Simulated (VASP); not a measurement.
# Bi2S3: single point with PBE

The system is Bi2S3.

```
CELL_PARAMETERS angstrom
11.13600 0.00000 0.00000
0.00000 3.95740 0.00000
0.00000 0.00000 11.03500
ATOMIC_POSITIONS crystal
Bi 0.00674 0.25000 0.67531
Bi 0.49326 0.75000 0.17531
Bi 0.50674 0.25000 0.82469
Bi 0.99326 0.75000 0.32469
Bi 0.33381 0.25000 0.46857
Bi 0.16619 0.75000 0.96857
Bi 0.83381 0.25000 0.03143
Bi 0.66619 0.75000 0.53143
S 0.05027 0.25000 0.12972
S 0.44973 0.75000 0.62972
S 0.55027 0.25000 0.37028
S 0.94973 0.75000 0.87028
S 0.37711 0.25000 0.05664
S 0.12289 0.75000 0.55664
S 0.87711 0.25000 0.44336
S 0.62289 0.75000 0.94336
S 0.21849 0.25000 0.80486
S 0.28151 0.75000 0.30486
S 0.71849 0.25000 0.69514
S 0.78151 0.75000 0.19514
```

```
Program             : VASP 6.6.1
Task                : single point
Functional          : PBE
Potentials or basis : VASP PAW PBE potentials, release 64 (Bi_d, S)
Cutoff              : 520 eV
k mesh              : 3 × 7 × 3
Occupations         : fermi-dirac, width 0.02 eV
Spin                : no spin polarisation
```

```yaml
Pressure: 2.6 GPa
Largest_force: 0.016 eV/Å
Band_gap_on_the_k_mesh: 1.24 eV (least direct gap 1.35 eV)
```

Forces in eV/Å, atoms in the order of the input:
```
Bi   0.014  0.000  0.008
Bi  -0.014  0.000  0.008
Bi   0.014  0.000 -0.008
Bi  -0.014  0.000 -0.008
Bi   0.001  0.000  0.014
Bi  -0.001  0.000  0.014
Bi   0.001  0.000 -0.014
Bi  -0.001  0.000 -0.014
S    0.003  0.000 -0.005
S   -0.003  0.000 -0.005
S    0.003  0.000  0.005
S   -0.003  0.000  0.005
S    0.004  0.000  0.003
S   -0.004  0.000  0.003
S    0.004  0.000 -0.003
S   -0.004  0.000 -0.003
S    0.004  0.000 -0.001
S   -0.004  0.000 -0.001
S    0.004  0.000  0.001
S   -0.004  0.000  0.001
```

Stress tensor (GPa, compression positive):
```
2.63 0.00 0.00
0.00 2.85 0.00
0.00 0.00 2.29
```

Levels at points of the mesh, in eV from the valence-band top:
```csv
k point,band 94,band 95,band 96,band 97,band 98,band 99
"(0.00, 0.00, 0.00)",-0.23,-0.19,-0.12,1.24,1.78,1.85
```

Run time: 14 min on 1 thread of AMD EPYC 9R45 96-Core Processor (Zen 5) (shared host), peak memory 0.76 GiB.

Caveat: spin-orbit coupling is left out, which moves the levels of the heavy elements; an odd mesh through Γ misses points on the zone boundary, where band edges can lie.
